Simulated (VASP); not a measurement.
# SiGe (P6_3mc) in VASP: notebook, part 2 of 2

VASP 6.6.1. Earlier steps stand in the parts before.

**4. Single point, LDA**

Input file INCAR:

```
SYSTEM = SiGe
PREC     = Accurate       ! precision mode
ENCUT    = 520            ! plane-wave cutoff, eV
EDIFF    = 1E-6           ! SCF threshold, eV
ISMEAR   = 0              ! smearing method
SIGMA    = 0.03           ! smearing width, eV
LREAL    = .FALSE.        ! projectors in reciprocal space
LASPH    = .TRUE.         ! aspherical terms in the spheres
NELM     = 100            ! most SCF steps
ALGO     = Normal         ! electronic algorithm
ISIF     = 2              ! what is computed and relaxed
LWAVE    = .FALSE.        ! write WAVECAR
LCHARG   = .FALSE.        ! write CHGCAR
GGA      = CA             ! functional
NBANDS   = 26             ! bands
```

Input file KPOINTS:

```
regular mesh
0
G
  12 12 6
  0 0 0
```

Input file POSCAR:

```
SiGe
1.0
    3.9035908171      0.0000000000      0.0000000000
   -1.9517954085      3.3806088136      0.0000000000
    0.0000000000      0.0000000000      6.4510978499
Si Ge
2 2
Direct
    0.6666666667      0.3333333333      0.8745031008
    0.3333333333      0.6666666667      0.3745031008
    0.6666666667      0.3333333333      0.5004958992
    0.3333333333      0.6666666667      0.0004958992
```

The run is started by

```console
$ cat potpaw_LDA.64/Si/POTCAR potpaw_LDA.64/Ge_d/POTCAR > POTCAR
$ mpirun -np 1 vasp_std > vasp.out
```

Wall time 2.3 min (1 thread of Intel Xeon Platinum 8259CL at 2.50GHz (Skylake/Cascade Lake), shared host); peak memory 0.26 GiB.

Results (log left out):

* Free energy: -22.2059 eV
* Pressure: -2.0 GPa
* Largest force: 0.010 eV/Å
* Band gap on the k mesh: 0.36 eV (least direct gap 0.37 eV)

Forces on the atoms (eV/Å):
```
Si   0.000  0.000  0.010
Si   0.000  0.000  0.010
Ge   0.000  0.000 -0.010
Ge   0.000  0.000 -0.010
```

Levels at points of the mesh, in eV from the valence-band top:
```tsv
k point	band 15	band 16	band 17	band 18	band 19	band 20	band 21	band 22
(0.00, 0.00, 0.00)	-1.57	-0.32	0.00	0.00	0.37	1.35	2.04	2.04
(0.50, 0.00, 0.00)	-4.74	-3.15	-3.01	-1.52	0.36	1.93	3.19	3.33
(0.00, 0.00, 0.50)	-0.96	-0.96	-0.96	-0.96	1.16	1.16	3.09	3.09
(0.50, 0.00, 0.50)	-2.59	-2.59	-2.50	-2.50	0.60	0.60	1.80	1.80
```

**5. Single point, LDA (atoms shifted along a free coordinate)**

Input file INCAR:

```
  ALGO = Normal
  EDIFF = 1E-6
  ENCUT = 520
  GGA = CA
  ISIF = 2
  ISMEAR = 0
  LASPH = T
  LCHARG = F
  LREAL = F
  LWAVE = F
  NBANDS = 26
  NELM = 80
  PREC = Accurate
  SIGMA = 0.03
```

Input file KPOINTS:

```
k-points
0
Gamma
  12 12 6
```

Input file POSCAR:

```
SiGe
1.0
    3.9371113814      0.0000000000      0.0000000000
   -1.9685556907      3.4096384739      0.0000000000
    0.0000000000      0.0000000000      6.5064941378
Si Ge
2 2
Direct
    0.6666666667      0.3333333333      0.8745031008
    0.3333333333      0.6666666667      0.3745031008
    0.6666666667      0.3333333333      0.4926769834
    0.3333333333      0.6666666667     -0.0073230166
```

Potentials or basis: VASP PAW LDA potentials, release 64 (Si, Ge_d).

The run is started by

```console
$ cat potpaw_LDA.64/Si/POTCAR potpaw_LDA.64/Ge_d/POTCAR > POTCAR
$ mpirun -np 1 vasp_std > vasp.out
```

OUTCAR:

```text
EDIFF = 1E-6
   ENCUT = 520
   GGA = CA
   ISIF = 2
   ISMEAR = 0
   LASPH = T
   LREAL = F
   NELM = 80
   PREC = Accurate

 ion  position               nearest neighbor table
   1  0.667  0.333  0.875-   4 2.40   4 2.40   4 2.40   3 2.48
   2  0.333  0.667  0.375-   3 2.40   3 2.40   3 2.40   4 2.48
   3  0.667  0.333  0.493-   2 2.40   2 2.40   2 2.40   1 2.48
   4  0.333  0.667  0.993-   1 2.40   1 2.40   1 2.40   2 2.48

  LATTYP: Found a hexagonal cell.
 ALAT       =     3.9371113814
 C/A-ratio  =     1.6526060625

  Lattice vectors:

 A1 = (   3.9371113814,   0.0000000000,   0.0000000000)
 A2 = (  -1.9685556907,   3.4096384739,   0.0000000000)
 A3 = (   0.0000000000,   0.0000000000,   6.5064941378)

Analysis of symmetry for initial positions (statically):
=====================================================================
 Subroutine PRICEL returns:
 Original cell was already a primitive cell.

 Routine SETGRP: Setting up the symmetry group for a
 hexagonal supercell.

 Subroutine GETGRP returns: Found 12 space group operations
 (whereof  6 operations were pure point group operations)
 out of a pool of 24 trial point group operations.

The static configuration has the point symmetry C_3v.
 The point group associated with its full space group is C_6v.

Analysis of symmetry for dynamics (positions and initial velocities):
=====================================================================
 Subroutine PRICEL returns:
 Original cell was already a primitive cell.

 Routine SETGRP: Setting up the symmetry group for a
 hexagonal supercell.

 Subroutine GETGRP returns: Found 12 space group operations
 (whereof  6 operations were pure point group operations)
 out of a pool of 24 trial point group operations.

[... 119 lines left out ...]
   EFERMI =   0.00;   METHOD = LEGACY
   ISMEAR =     0;   SIGMA  =   0.03  broadening in eV -4-tet -1-fermi 0-gaus
   EFERMI_NEDOS =   21; number of points for ismear=-14 and -15
   IALGO  =     38    algorithm
   IMIX   =      4    mixing-type and parameters
     AMIX     =   0.40;   BMIX     =  1.00
     AMIX_MAG =   1.60;   BMIX_MAG =  1.00
  volume/ion in A,a.u.               =      21.84       147.36
  Fermi-wavevector in a.u.,A,eV,Ry     =   1.218329  2.302308 20.195480  1.484326
  Thomas-Fermi vector in A             =   2.353619
   LORBIT       =      0    0 simple, 1 ext, 2 COOP (PROOUT), +10 PAW based schemes
   GGA     = CA    functional components
   LHFCALC =     F    Hartree Fock is set to
   AEXX    =    0.0000 exact exchange contribution
   IVDW    =     0    specifies the selected vdW correction
   LEPSILON=     F    determine dielectric tensor
   LRPA    =     F    only Hartree local field effects (RPA)
 non-spin polarized calculation
 Gauss-broadening in eV      SIGMA  =   0.03
  energy-cutoff  :      520.00
  volume of cell :       87.34
 maximum number of plane-waves:      2382
 NGX is ok and might be reduce to    30
   NGX = 15   NGY = 15   NGZ = 25

 number of electron      36.0000019 magnetization

 Free energy of the ion-electron system (eV)
  ---------------------------------------------------
  ext. energy  EPLUGINS =         0.00000000
  ---------------------------------------------------
  free energy    TOTEN  =       -22.13995547 eV

  energy without entropy =      -22.13995547  energy(sigma->0) =      -22.13995547

 E-fermi :   5.2575     XC(G=0):  -9.8668

 val. band max:        5.1526644640   @ k =   0.0000   0.0000   0.0000
 cond. band min:       5.3623003126   @ k =   0.0000   0.0000   0.0000
 fundamental gap:      0.2096358486
 Fermi energy:         5.2574728801

 k-point     1 :       0.0000    0.0000    0.0000
  band No.  band energies     occupation
      1     -19.4887      2.00000
      2     -19.4887      2.00000
      3     -19.4883      2.00000
      4     -19.4881      2.00000
      5     -19.4865      2.00000
      6     -19.4865      2.00000
[... 685 lines left out ...]
     25      11.9835      0.00000
     26      12.4406      0.00000

 [... further k-points ...]

------------------------ aborting loop because EDIFF is reached ----------------------------------------

  FORCE on cell =-STRESS in cart. coord.  units (eV):
  Direction    XX          YY          ZZ          XY          YZ          ZX
  --------------------------------------------------------------------------------------
  -------------------------------------------------------------------------------------
  Total       -1.6377076     -1.6377076     -2.7930980      0.0000000      0.0000000      0.0000000
  in kB      -30.0409637    -30.0409637    -51.2346384      0.0000000      0.0000000      0.0000000
  external PRESSURE =     -37.1055219 kB  Pullay stress =       0.0000000 kB

 VOLUME and BASIS-vectors are now :
 -----------------------------------------------------------------------------
  energy-cutoff  :      520.00
  volume of cell :       87.34
      direct lattice vectors                 reciprocal lattice vectors
     3.937111381  0.000000000  0.000000000     0.253993322  0.146643113  0.000000000
    -1.968555691  3.409638474  0.000000000     0.000000000  0.293286226  0.000000000
     0.000000000  0.000000000  6.506494138     0.000000000  0.000000000  0.153692600

 POSITION                                       TOTAL-FORCE (eV/Angst)
 -----------------------------------------------------------------------------------
      1.96856      1.13655      5.68995        -0.000000      0.000000     -0.515712
     -0.00000      2.27309      2.43670         0.000000     -0.000000     -0.515712
      1.96856      1.13655      3.20560         0.000000     -0.000000      0.515712
     -0.00000      2.27309      6.45885        -0.000000      0.000000      0.515712
 -----------------------------------------------------------------------------------
    total drift:                                0.000001      0.000001      0.003335

  FREE ENERGIE OF THE ION-ELECTRON SYSTEM (eV)
  ---------------------------------------------------
  free  energy   TOTEN  =       -22.1399554653 eV

  energy  without entropy=      -22.1399554651  energy(sigma->0) =      -22.13995547
```

OSZICAR:

```text
N       E                     dE             d eps       ncg     rms          rms(c)
DAV:   1     0.264692155838E+03    0.26469E+03   -0.17701E+04  4578   0.292E+03
DAV:   2     0.207084628727E+02   -0.24398E+03   -0.23502E+03  3984   0.628E+02
DAV:   3    -0.208250283988E+02   -0.41533E+02   -0.41107E+02  4762   0.154E+02
DAV:   4    -0.225053435693E+02   -0.16803E+01   -0.16775E+01  4704   0.343E+01
DAV:   5    -0.225407885903E+02   -0.35445E-01   -0.35435E-01  4858   0.555E+00    0.566E+00
DAV:   6    -0.222726116330E+02    0.26818E+00   -0.11244E-01  4446   0.196E+00    0.330E+00
DAV:   7    -0.221383948684E+02    0.13422E+00   -0.20780E-01  4330   0.243E+00    0.210E-01
DAV:   8    -0.221398522610E+02   -0.14574E-02   -0.16127E-02  4682   0.108E+00    0.105E-01
DAV:   9    -0.221399328599E+02   -0.80599E-04   -0.43039E-04  5008   0.144E-01    0.825E-02
DAV:  10    -0.221399572430E+02   -0.24383E-04   -0.53526E-05  5088   0.541E-02    0.294E-02
DAV:  11    -0.221399557202E+02    0.15228E-05   -0.14743E-05  3644   0.205E-02    0.654E-03
DAV:  12    -0.221399554653E+02    0.25487E-06   -0.12062E-06  3026   0.774E-03
   1 F= -.22139955E+02 E0= -.22139955E+02  d E =-.195610E-09
```

stdout:

```text
POSCAR found type information on POSCAR SiGe
 POSCAR found :  2 types and       4 ions
 scaLAPACK will be used
 LDA part: xc-table for (Slater(with rela. corr.)+CA(PZ))
 , standard interpolation
 POSCAR, INCAR and KPOINTS ok, starting setup
 FFT: planning ... GRIDC
 FFT: planning ... GRID_SOFT
 FFT: planning ... GRID
 WAVECAR not read
 entering main loop
```

Wall time 2.2 min (1 thread of Intel Xeon Platinum 8259CL at 2.50GHz (Skylake/Cascade Lake), shared host); peak memory 0.26 GiB.

Results:

* Free energy: -22.1400 eV
* Pressure: -3.7 GPa
* Largest force: 0.516 eV/Å
* Band gap on the k mesh: 0.21 eV

Forces on the atoms (eV/Å):
```
Si   0.000  0.000 -0.516
Si   0.000  0.000 -0.516
Ge   0.000  0.000  0.516
Ge   0.000  0.000  0.516
```

Levels at points of the mesh, in eV from the valence-band top:
```tsv
k point	band 15	band 16	band 17	band 18	band 19	band 20	band 21	band 22
(0.00, 0.00, 0.00)	-1.54	-0.11	-0.11	0.00	0.21	1.15	2.14	2.14
(0.50, 0.00, 0.00)	-4.46	-3.09	-2.73	-1.58	0.36	1.85	3.44	3.58
(0.00, 0.00, 0.50)	-0.97	-0.97	-0.97	-0.97	0.98	0.98	3.09	3.09
(0.50, 0.00, 0.50)	-2.47	-2.47	-2.39	-2.39	0.65	0.65	1.76	1.76
```

Caveat: the cell differs from its parent crystal (atoms shifted along a free coordinate); the cell stands under tension.

**6. The runs side by side**

```csv
cell,gap on the mesh (eV),pressure (GPa),largest force (eV/Å)
"a = 3.904, b = 3.904, c = 6.451 Å, angles 90.0, 90.0, 120.0°, 4 atoms, atomic positions A",0.30,-1.9,0.55
"a = 3.904, b = 3.904, c = 6.451 Å, angles 90.0, 90.0, 120.0°, 4 atoms, atomic positions B",0.08,-1.6,1.01
"a = 3.904, b = 3.904, c = 6.451 Å, angles 90.0, 90.0, 120.0°, 4 atoms, atomic positions C",0.36,-2.0,0.01
"a = 3.937, b = 3.937, c = 6.506 Å, angles 90.0, 90.0, 120.0°, 4 atoms, atomic positions A",0.21,-3.7,0.52
```

Alike in all rows: task single point; level LDA; potentials or basis VASP PAW LDA potentials, release 64 (Si, Ge_d); no spin polarisation; k mesh 12 × 12 × 6; cutoff (eV) 520; smearing gaussian 0.03 eV.

Caveats: forces of over 1 eV/Å act on the atoms, so gaps and moduli don't describe the material at rest (at least some runs); the cell stands under tension (at least some runs).

Absolute energies hang on the potentials; compare differences alone.
